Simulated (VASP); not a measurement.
# AlN (Cmc2_1) in VASP: a series of runs

AlN is run at these levels: LDA; tasks: single point.

Everything below comes from runs of VASP 6.6.1. Logs are shortened: lines on timing, memory, paths and dates and some standing lists are left out, and cuts for length are marked.

## (1) The cell of the first run

Symmetry: Cmc2_1, No. 36, orthorhombic system. The conventional cell has a = 3.037 Å, b = 5.261 Å, c = 4.861 Å, α = 90.00°, β = 90.00°, γ = 90.00°. Al (site symmetry m) has 4 N at 1.84 to 1.86 Å within 2.4 Å. N (site symmetry m) has 4 Al at 1.84 to 1.86 Å within 2.4 Å.

## (2) Single point, LDA

INCAR reads:

```
SYSTEM = AlN
PREC = Accurate
ENCUT = 520
EDIFF = 1E-6
ISMEAR = 0
SIGMA = 0.05
LREAL = .False.
LASPH = .True.
NELM = 100
ALGO = Normal
ISIF = 2
LWAVE = .False.
LCHARG = .True.
GGA = CA
LELF = .True.
LVHAR = .True.
NBANDS = 16
```

KPOINTS reads:

```
regular mesh
0
Gamma
  9 9 6
  0 0 0
```

POSCAR reads:

```
AlN
1.0
    3.0371604035      0.0000000000      0.0000000000
   -1.5185802018      2.6302580648      0.0000000000
    0.0000000000      0.0000000000      4.8612078838
Al N
2 2
Direct
    0.3365483715      0.6730967429      0.0015212672
    0.6634516285      0.3269032571      0.5015212672
    0.3304644511      0.6609289023      0.3834787328
    0.6695355489      0.3390710977      0.8834787328
```

Potentials or basis: VASP PAW LDA potentials, release 64 (Al, N).

Run with:

```console
> cat potpaw_LDA.64/Al/POTCAR potpaw_LDA.64/N/POTCAR > POTCAR
> mpirun -np 1 vasp_std > vasp.out
```

OUTCAR:

```text
SYSTEM = AlN
   PREC = Accurate
   ENCUT = 520
   EDIFF = 1E-6
   ISMEAR = 0
   LREAL = .False.
   LASPH = .True.
   NELM = 100
   ISIF = 2
   GGA = CA

 ion  position               nearest neighbor table
   1  0.337  0.673  0.002-   4 1.84   4 1.85   4 1.85   3 1.86   2 2.98   2 2.98   2 3.01   2 3.01
                             2 3.01   2 3.01
   2  0.663  0.327  0.502-   3 1.84   3 1.85   3 1.85   4 1.86   1 2.98   1 2.98   1 3.01   1 3.01
                             1 3.01   1 3.01
   3  0.330  0.661  0.383-   2 1.84   2 1.85   2 1.85   1 1.86
   4  0.670  0.339  0.883-   1 1.84   1 1.85   1 1.85   2 1.86

  LATTYP: Found a hexagonal cell.
 ALAT       =     3.0371604035
 C/A-ratio  =     1.6005766038

  Lattice vectors:

 A1 = (   3.0371604035,   0.0000000000,   0.0000000000)
 A2 = (  -1.5185802018,   2.6302580648,   0.0000000000)
 A3 = (   0.0000000000,   0.0000000000,   4.8612078838)

Analysis of symmetry for initial positions (statically):
=====================================================================
 Subroutine PRICEL returns:
 Original cell was already a primitive cell.

 Routine SETGRP: Setting up the symmetry group for a
 hexagonal supercell.

 Subroutine GETGRP returns: Found  4 space group operations
 (whereof  2 operations were pure point group operations)
 out of a pool of 24 trial point group operations.

The static configuration has the point symmetry C_1h.
 The point group associated with its full space group is C_2v.

Analysis of symmetry for dynamics (positions and initial velocities):
=====================================================================
 Subroutine PRICEL returns:
 Original cell was already a primitive cell.

 Routine SETGRP: Setting up the symmetry group for a
 hexagonal supercell.

 Subroutine GETGRP returns: Found  4 space group operations
 (whereof  2 operations were pure point group operations)
 out of a pool of 24 trial point group operations.

The dynamic configuration has the point symmetry C_1h.
 The point group associated with its full space group is C_2v.

 Subroutine INISYM returns: Found  4 space group operations
 (whereof  2 operations are pure point group operations),
 and found     1 'primitive' translations

----------------------------------------------------------------------------------------

                                     Primitive cell

  volume of cell :      38.8338

  direct lattice vectors                    reciprocal lattice vectors
     3.037160404  0.000000000  0.000000000     0.329254918  0.190095416  0.000000000
    -1.518580202  2.630258065  0.000000000     0.000000000  0.380190831  0.000000000
     0.000000000  0.000000000  4.861207884     0.000000000  0.000000000  0.205710191

  length of vectors
     3.037160404  3.037160404  4.861207884     0.380190831  0.380190831  0.205710191

  position of ions in fractional coordinates (direct lattice)
     0.336548372  0.673096743  0.001521267
     0.663451628  0.326903257  0.501521267
     0.330464451  0.660928902  0.383478733
     0.669535549  0.339071098  0.883478733

  ion indices of the primitive-cell ions
   primitive index   ion index
                 1           1
                 2           2
                 3           3
                 4           4

----------------------------------------------------------------------------------------

 KPOINTS: regular mesh

Automatic generation of k-mesh.
 Grid dimensions read from file:
 generate k-points for:    9    9    6

 Generating k-lattice:

  Cartesian coordinates                     Fractional coordinates (reciprocal lattice)
     0.036583880  0.021121713  0.000000000     0.111111111  0.000000000  0.000000000
     0.000000000  0.042243426  0.000000000     0.000000000  0.111111111  0.000000000
     0.000000000  0.000000000  0.034285032     0.000000000  0.000000000  0.166666667

  Length of vectors
     0.042243426  0.042243426  0.034285032

  Shift w.r.t. Gamma in fractional coordinates (k-lattice)
     0.000000000  0.000000000  0.000000000

 Subroutine IBZKPT returns following result:
 ===========================================

 Found    100 irreducible k-points:

 Following reciprocal coordinates:
            Coordinates               Weight
  0.000000  0.000000  0.000000      1.000000
  0.111111 -0.000000  0.000000      4.000000
  0.000000  0.111111  0.000000      2.000000
  0.222222 -0.000000  0.000000      4.000000
  0.000000  0.222222  0.000000      2.000000
  0.333333 -0.000000  0.000000      4.000000
[... 16 lines left out ...]
 -0.222222 -0.444444  0.000000      4.000000
  0.444444  0.333333  0.000000      4.000000
 [... further k-points ...]
   k-points           NKPTS =    100   k-points in BZ     NKDIM =    100   number of bands    NBANDS=     16
   number of dos      NEDOS =    301   number of ions     NIONS =      4
   total plane-waves  NPLWV =  20736
   dimension x,y,z NGX =    24 NGY =   24 NGZ =   36
   dimension x,y,z NGXF=    48 NGYF=   48 NGZF=   72
   ions per type =               2   2
   NGX,Y,Z   is equivalent  to a cutoff of  13.14, 13.14, 12.31 a.u.
   NGXF,Y,Z  is equivalent  to a cutoff of  26.27, 26.27, 24.62 a.u.
 SYSTEM =  AlN
   PREC   = accura    normal or accurate (medium, high low for compatibility)
   ISTART =      0    job   : 0-new  1-cont  2-samecut
   ICHARG =      2    charge: 1-file 2-atom 10-const
   ISPIN  =      1    spin polarized calculation?
   LNONCOLLINEAR =      F non collinear calculations
   LSORBIT =      F    spin-orbit coupling
   LASPH  =      T    aspherical Exc in radial PAW
   ENCUT  =  520.0 eV  38.22 Ry    6.18 a.u.   5.65  5.65  9.04*2*pi/ulx,y,z
   NELM   =    100;   NELMIN=  2; NELMDL= -5     # of ELM steps
   EDIFF  = 0.1E-05   stopping-criterion for ELM
   LREAL  =      F    real-space projection
   EDIFFG = 0.1E-04   stopping-criterion for IOM
   NSW    =      0    number of steps for IOM
   IBRION =     -1    ionic relax: 0-MD 1-quasi-New 2-CG
   NFREE  =      0    steps in history (QN), initial steepest desc. (CG)
   ISIF   =      2    stress and relaxation
   ISYM   =      2    0-nonsym 1-usesym 2-fastsym
   POTIM  = 0.5000    time-step for ionic-motion
   TEBEG  =    0.0;   TEEND  =   0.0 temperature during run
   PSTRESS=    0.0 pullay stress
   NELECT =      16.0000    total number of electrons
   NUPDOWN=      -1.0000    fix difference up-down
   EMIN   =  10.00;   EMAX   =-10.00  energy-range for DOS
   EFERMI =   0.00;   METHOD = LEGACY
   ISMEAR =     0;   SIGMA  =   0.05  broadening in eV -4-tet -1-fermi 0-gaus
   EFERMI_NEDOS =   21; number of points for ismear=-14 and -15
   IALGO  =     38    algorithm
   IMIX   =      4    mixing-type and parameters
     AMIX     =   0.40;   BMIX     =  1.00
     AMIX_MAG =   1.60;   BMIX_MAG =  1.00
  volume/ion in A,a.u.               =       9.71        65.52
  Fermi-wavevector in a.u.,A,eV,Ry     =   1.218180  2.302026 20.190529  1.483962
  Thomas-Fermi vector in A             =   2.353475
   LORBIT       =      0    0 simple, 1 ext, 2 COOP (PROOUT), +10 PAW based schemes
   GGA     = CA    functional components
   LHFCALC =     F    Hartree Fock is set to
   AEXX    =    0.0000 exact exchange contribution
   IVDW    =     0    specifies the selected vdW correction
   LEPSILON=     F    determine dielectric tensor
   LRPA    =     F    only Hartree local field effects (RPA)
 non-spin polarized calculation
 Gauss-broadening in eV      SIGMA  =   0.05
  energy-cutoff  :      520.00
  volume of cell :       38.83
 maximum number of plane-waves:      1087
   NGX = 11   NGY = 11   NGZ = 19

 number of electron      15.9999998 magnetization

 Free energy of the ion-electron system (eV)
  ---------------------------------------------------
  ext. energy  EPLUGINS =         0.00000000
  ---------------------------------------------------
  free energy    TOTEN  =       -32.75778484 eV

  energy without entropy =      -32.75778484  energy(sigma->0) =      -32.75778484

 E-fermi :   6.8486     XC(G=0): -11.5663

 val. band max:        6.6226578670   @ k =   0.0000   0.0000   0.0000
 cond. band min:      11.5020050498   @ k =   0.0000   0.0000   0.0000
 fundamental gap:      4.8793471828
 Fermi energy:         6.8486004321

 k-point     1 :       0.0000    0.0000    0.0000
  band No.  band energies     occupation
      1      -8.8691      2.00000
      2      -6.4094      2.00000
      3       0.2301      2.00000
      4       5.7001      2.00000
      5       5.7184      2.00000
      6       6.3519      2.00000
[... 8 lines left out ...]
     15      20.2670      0.00000
     16      20.3100      0.00000

 k-point     2 :       0.1111   -0.0000    0.0000
  band No.  band energies     occupation
      1      -8.6951      2.00000
      2      -6.3091      2.00000
      3       0.4288      2.00000
      4       4.9712      2.00000
      5       5.4977      2.00000
      6       5.7236      2.00000
[... 8 lines left out ...]
     15      20.0392      0.00000
     16      20.1710      0.00000

 k-point     3 :       0.0000    0.1111    0.0000
  band No.  band energies     occupation
      1      -8.6954      2.00000
      2      -6.3083      2.00000
      3       0.4281      2.00000
      4       4.9702      2.00000
      5       5.4916      2.00000
      6       5.6986      2.00000
[... 8 lines left out ...]
     15      19.9934      0.00000
     16      20.2153      0.00000

 k-point     4 :       0.2222   -0.0000    0.0000
  band No.  band energies     occupation
      1      -8.1983      2.00000
      2      -6.0567      2.00000
      3       1.0066      2.00000
      4       3.3967      2.00000
      5       4.4219      2.00000
      6       5.0625      2.00000
[... 8 lines left out ...]
     15      19.3143      0.00000
     16      19.9362      0.00000

 k-point     5 :       0.0000    0.2222    0.0000
  band No.  band energies     occupation
      1      -8.1998      2.00000
      2      -6.0527      2.00000
      3       1.0033      2.00000
      4       3.3712      2.00000
      5       4.4235      2.00000
      6       5.0634      2.00000
[... 8 lines left out ...]
     15      19.4400      0.00000
     16      19.8418      0.00000

 k-point     6 :       0.3333   -0.0000    0.0000
  band No.  band energies     occupation
      1      -7.4712      2.00000
      2      -5.8124      2.00000
      3       1.8545      2.00000
      4       1.9208      2.00000
      5       3.1583      2.00000
      6       4.6620      2.00000
[... 8 lines left out ...]
     15      19.2589      0.00000
     16      21.5518      0.00000
[... 267 lines left out ...]
 k-point    21 :      -0.4444    0.2222    0.0000
  band No.  band energies     occupation
      1      -7.0848      2.00000
      2      -5.7337      2.00000
      3       2.0848      2.00000
      4       2.3706      2.00000
      5       2.4476      2.00000
      6       4.0529      2.00000
[... 8 lines left out ...]
     15      19.4793      0.00000
     16      21.8408      0.00000

 k-point    22 :       0.3333    0.2222    0.0000
  band No.  band energies     occupation
      1      -6.4480      2.00000
      2      -5.7847      2.00000
      3       1.3653      2.00000
      4       2.4620      2.00000
      5       3.2173      2.00000
      6       3.3413      2.00000
[... 8 lines left out ...]
     15      19.7195      0.00000
     16      21.8647      0.00000

 k-point    23 :      -0.2222   -0.4444    0.0000
  band No.  band energies     occupation
      1      -6.4599      2.00000
      2      -5.7679      2.00000
      3       1.3221      2.00000
      4       2.5020      2.00000
      5       3.2200      2.00000
      6       3.3069      2.00000
[... 8 lines left out ...]
     15      19.7622      0.00000
     16      21.8104      0.00000

 k-point    24 :       0.4444    0.3333    0.0000
  band No.  band energies     occupation
      1      -6.4405      2.00000
      2      -5.7950      2.00000
      3       1.3755      2.00000
      4       2.4880      2.00000
      5       3.1905      2.00000
      6       3.3484      2.00000
[... 8 lines left out ...]
     15      19.7714      0.00000
     16      21.8026      0.00000

 [... further k-points ...]
[... 5 lines left out ...]
  --------------------------------------------------------------------------------------
  -------------------------------------------------------------------------------------
  Total        3.1171997      3.1018544      2.8963090     -0.0000000      0.0000000      0.0000000
  in kB      128.6070939    127.9739896    119.4937510     -0.0000000      0.0000000      0.0000000
  external PRESSURE =     125.3582782 kB  Pullay stress =       0.0000000 kB

 VOLUME and BASIS-vectors are now :
 -----------------------------------------------------------------------------
  energy-cutoff  :      520.00
  volume of cell :       38.83
      direct lattice vectors                 reciprocal lattice vectors
     3.037160404  0.000000000  0.000000000     0.329254918  0.190095416  0.000000000
    -1.518580202  2.630258065  0.000000000     0.000000000  0.380190831  0.000000000
     0.000000000  0.000000000  4.861207884     0.000000000  0.000000000  0.205710191

 POSITION                                       TOTAL-FORCE (eV/Angst)
 -----------------------------------------------------------------------------------
      0.00000      1.77042      0.00740         0.000000     -0.100824     -0.020752
      1.51858      0.85984      2.43800        -0.000000      0.100824     -0.020752
     -0.00000      1.73841      1.86417        -0.000000      0.037161      0.020752
      1.51858      0.89184      4.29477         0.000000     -0.037161      0.020752
 -----------------------------------------------------------------------------------
    total drift:                                0.000000      0.000000      0.000168

  FREE ENERGIE OF THE ION-ELECTRON SYSTEM (eV)
  ---------------------------------------------------
  free  energy   TOTEN  =       -32.7577848385 eV

  energy  without entropy=      -32.7577848385  energy(sigma->0) =      -32.75778484
```

Wall time 63 s (1 thread of AMD EPYC 7R43 (Zen 3), shared host); peak memory 0.13 GiB.

What came out:

| Quantity | Value |
| --- | --- |
| Free energy | -32.7578 eV |
| Pressure | 12.5 GPa |
| Largest force | 0.103 eV/Å |
| Band gap on the k mesh | 4.88 eV, direct |

Forces on the atoms (eV/Å):
```
Al   0.000 -0.101 -0.021
Al   0.000  0.101 -0.021
N    0.000  0.037  0.021
N    0.000 -0.037  0.021
```

## (3) Single point, LDA

INCAR reads:

```
PREC     = Accurate       # precision mode
ENCUT    = 520            # plane-wave cutoff, eV
EDIFF    = 1E-6           # SCF threshold, eV
ISMEAR   = 0              # smearing method
SIGMA    = 0.05           # smearing width, eV
LREAL    = F              # projectors in reciprocal space
LASPH    = T              # aspherical terms in the spheres
NELM     = 80             # most SCF steps
ALGO     = Normal         # electronic algorithm
ISIF     = 2              # what is computed and relaxed
LWAVE    = F              # write WAVECAR
LCHARG   = F              # write CHGCAR
NBANDS   = 16             # bands
```

KPOINTS reads:

```
Automatic mesh
0
Gamma
  9 9 6
```

POSCAR reads:

```
AlN
1.0
    3.0371604035      0.0000000000      0.0000000000
   -1.5185802018      2.6302580648      0.0000000000
    0.0000000000      0.0000000000      4.8612078838
Al N
2 2
Direct
    0.3204731808      0.6409463615      0.0015212672
    0.6795268192      0.3590536385      0.5015212672
    0.3448088621      0.6896177243      0.3834787328
    0.6551911379      0.3103822757      0.8834787328
```

Potentials or basis: VASP PAW LDA potentials, release 64 (Al, N).

Run with:

```console
> cat potpaw_LDA.64/Al/POTCAR potpaw_LDA.64/N/POTCAR > POTCAR
> mpirun -np 1 vasp_std > vasp.out
```

It took 64 s on 1 thread of AMD EPYC 7R43 (Zen 3), shared host; peak memory 0.13 GiB.

Results (log left out):

| Item | Value |
| --- | --- |
| Free energy | -32.7247 eV |
| Pressure | 12.4 GPa |
| Largest force | 0.373 eV/Å |
| Band gap on the k mesh | 4.82 eV, direct |

Forces in eV/Å, atoms in the order of the input:
```
Al   0.000  0.373  0.021
Al   0.000 -0.373  0.021
N    0.000 -0.163 -0.021
N    0.000  0.163 -0.021
```

Stress tensor (GPa, compression positive):
```
12.82  0.00  0.00
 0.00 12.46  0.00
 0.00  0.00 11.85
```

Levels at points of the mesh, in eV from the valence-band top:
```tsv
k point	band 5	band 6	band 7	band 8	band 9	band 10	band 11	band 12
(0.00, 0.00, 0.00)	-0.90	-0.38	-0.17	0.00	4.82	7.14	10.97	11.20
(0.00, 0.00, 0.50)	-0.64	-0.64	-0.59	-0.59	6.99	6.99	10.69	10.69
```

A k mesh can miss the band edges. As with any semilocal functional, this LDA gap is likely too small.

## (4) Single point, LDA

INCAR reads:

```
SYSTEM = AlN
PREC     = Accurate       ! precision mode
ENCUT    = 520            ! plane-wave cutoff, eV
EDIFF    = 1E-6           ! SCF threshold, eV
ISMEAR   = 0              ! smearing method
SIGMA    = 0.05           ! smearing width, eV
LREAL    = .False.        ! projectors in reciprocal space
LASPH    = .True.         ! aspherical terms in the spheres
NELM     = 60             ! most SCF steps
ALGO     = Normal         ! electronic algorithm
ISIF     = 2              ! what is computed and relaxed
LWAVE    = .False.        ! write WAVECAR
LCHARG   = .False.        ! write CHGCAR
GGA      = CA             ! functional
NBANDS   = 16             ! bands
```

KPOINTS reads:

```
regular mesh
0
Gamma
  9 9 6
  0 0 0
```

POSCAR reads:

```
AlN
1.0
    3.0371604035      0.0000000000      0.0000000000
   -1.5185802018      2.6302580648      0.0000000000
    0.0000000000      0.0000000000      4.8612078838
Al N
2 2
Direct
    0.3269032571      0.6538065141      0.0015212672
    0.6730967429      0.3461934859      0.5015212672
    0.3390710977      0.6781421955      0.3834787328
    0.6609289023      0.3218578045      0.8834787328
```

Run with:

```console
> cat potpaw_LDA.64/Al/POTCAR potpaw_LDA.64/N/POTCAR > POTCAR
> mpirun -np 1 vasp_std > vasp.out
```

Wall time 69 s (1 thread of AMD EPYC 7R43 (Zen 3), shared host); peak memory 0.13 GiB.

It converged, with:

| Item | Value |
| --- | --- |
| Free energy | -32.7511 eV |
| Pressure | 12.5 GPa |
| Largest force | 0.193 eV/Å |
| Band gap on the k mesh | 4.87 eV, direct |

Forces in eV/Å, atoms in the order of the input:
```
Al   0.000  0.192 -0.012
Al   0.000 -0.192 -0.012
N    0.000 -0.079  0.012
N    0.000  0.079  0.012
```

Stress tensor (GPa, compression positive):
```
12.82  0.00  0.00
 0.00 12.76  0.00
 0.00  0.00 11.93
```

Levels at points of the mesh, in eV from the valence-band top:
```
           k point  band 5  band 6  band 7  band 8  band 9  band 10  band 11  band 12
(0.00, 0.00, 0.00)   -0.90   -0.30   -0.19    0.00    4.87     7.17    11.05    11.33
(0.00, 0.00, 0.50)   -0.61   -0.61   -0.58   -0.58    7.04     7.04    10.73    10.73
```

A k mesh can miss the band edges. A hybrid or GW would open this gap; LDA tends to underestimate it.
